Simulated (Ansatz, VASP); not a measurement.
# Al in VASP and in Ansatz

```
Al
1.0
     0.00000    1.98347    1.98347
     1.98347    0.00000    1.98347
     1.98347    1.98347    0.00000
Al
1
Direct
  0.00000 0.00000 0.00000
```

Change from the starting cell: volume scaled by 0.94.

Alike in both runs: task single point; functional RPBE; dispersion D3(BJ); k mesh 11 × 11 × 11; occupations tetrahedron; no spin polarisation.

```csv
,VASP,Ansatz
version,VASP 6.6.1,Ansatz 0.2.0
potentials or method,"VASP PAW PBE potentials, release 64 (Al), cutoff 520 eV","all-electron LAPW, scalar-relativistic"
```

Ansatz gave:

```
gap on the k mesh at the Fermi level (eV) : none
pressure (GPa)                            : -15.7
```

Problem. What did VASP give for the same quantities?

Solution. gap on the k mesh at the Fermi level (eV): none; pressure (GPa): -15.9.

VASP's potentials were made for PBE, not for RPBE. A gap of «none» marks a metal or a gap that the smearing closes. Ansatz ran all-electron here, and VASP with PAW potentials.
